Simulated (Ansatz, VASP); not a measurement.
# In5GaAs6 in VASP and in Ansatz

```
In Ga As
1.0
     4.32901    0.00045   -0.00022
    -2.16410    3.74816    0.00017
    -0.00077    0.00037   21.19242
In Ga As
5 1 6
Direct
  0.00026 0.00009 0.00010
  0.33320 0.66705 0.83045
  0.66625 0.33300 0.66100
  0.33354 0.66642 0.33927
  0.66650 0.33344 0.16971
  0.00014 0.99982 0.50019
  0.33361 0.66685 0.95663
  0.66661 0.33380 0.78715
  0.99965 0.99969 0.61785
  0.33343 0.66646 0.46579
  0.66689 0.33316 0.29569
  0.99991 0.00021 0.12619
```

Change from the starting cell: cell x1, atoms moved at random (sigma 0.15 Å) and cell strained at random (1.5 %), then relaxed without symmetry.

Alike in both runs: functional PBE; k mesh 6 × 6 × 1; occupations gaussian, width 0.2 eV; no spin polarisation.

Ansatz relaxed the structure, and its values are those at the end. VASP's run is a single point on that final structure, the one shown.

|  | VASP | Ansatz |
| --- | --- | --- |
| version | VASP 6.6.1 | Ansatz 0.2.0 |
| potentials or method | VASP PAW PBE potentials, release 64 (In_d, Ga_d, As), cutoff 520 eV | scalar-relativistic, plane waves, PAW |
| valence electrons in the cell | 108 | 168 |

Ansatz gave:

* gap on the k mesh at the Fermi level (eV): none
* pressure (GPa): 0.0

Question: Which values does VASP return?

Answer: gap on the k mesh at the Fermi level (eV): none; pressure (GPa): 0.1.

A gap of «none» marks a metal or a gap that the smearing closes. VASP's potentials hold 108 valence electrons a cell and Ansatz's 168, so a difference there can come from the potentials and not from the codes.
